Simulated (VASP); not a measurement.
Ti12Si: single point with PBE

System: Ti12Si, a slab with vacuum.

```
Ti Si
1.0
     5.81509    0.00000    0.00000
     0.00000    5.81509    0.00000
     0.00000    0.00000   19.30598
Ti Si
12 1
Direct
  0.25000 0.25000 0.20719
  0.25000 0.75000 0.20719
  0.75000 0.25000 0.20719
  0.75000 0.75000 0.20719
  0.00000 0.00000 0.30576
  0.00000 0.50000 0.30576
  0.50000 0.00000 0.30576
  0.50000 0.50000 0.30576
  0.25000 0.25000 0.40433
  0.25000 0.75000 0.40433
  0.75000 0.25000 0.40433
  0.75000 0.75000 0.40433
  0.41667 0.50000 0.49227
```

* Program: VASP 6.6.1
* Task: single point
* Functional: PBE
* Potentials or basis: VASP PAW PBE potentials, release 64 (Ti_sv, Si)
* Cutoff: 520 eV
* k mesh: 5 × 5 × 1
* Occupations: gaussian, width 0.1 eV
* Spin: no spin polarisation
* Dipole correction: yes
* Further INCAR settings: ALGO = Normal; EDIFF = 1e-06; NBANDS = 86

```json
{
 "Largest force": "1.241 eV/Å",
 "Band gap on the k mesh": "zero (bands 74 and 75 overlap by 0.22 eV)"
}
```

Forces on the atoms (eV/Å):
```
Ti   0.025  0.025 -0.018
Ti   0.025 -0.025 -0.018
Ti  -0.014  0.016  0.074
Ti  -0.014 -0.016  0.074
Ti  -0.156  0.000 -0.374
Ti  -0.063  0.000 -0.284
Ti   0.212  0.000 -0.315
Ti   0.026  0.000 -0.275
Ti  -0.166 -0.219 -0.042
Ti  -0.166  0.219 -0.042
Ti  -0.476  0.112  0.610
Ti  -0.476 -0.112  0.610
Si   1.241  0.000  0.002
```

Levels at points of the mesh, in eV from the Fermi level:
```tsv
k point	band 71	band 72	band 73	band 74	band 75	band 76
(0.00, 0.00, 0.00)	-0.09	-0.01	-0.01	0.01	0.27	0.49
```

Wall time 23 min on 1 thread of Intel(R) Xeon(R) 6975P-C (Granite Rapids) (shared host), peak memory 0.83 GiB.
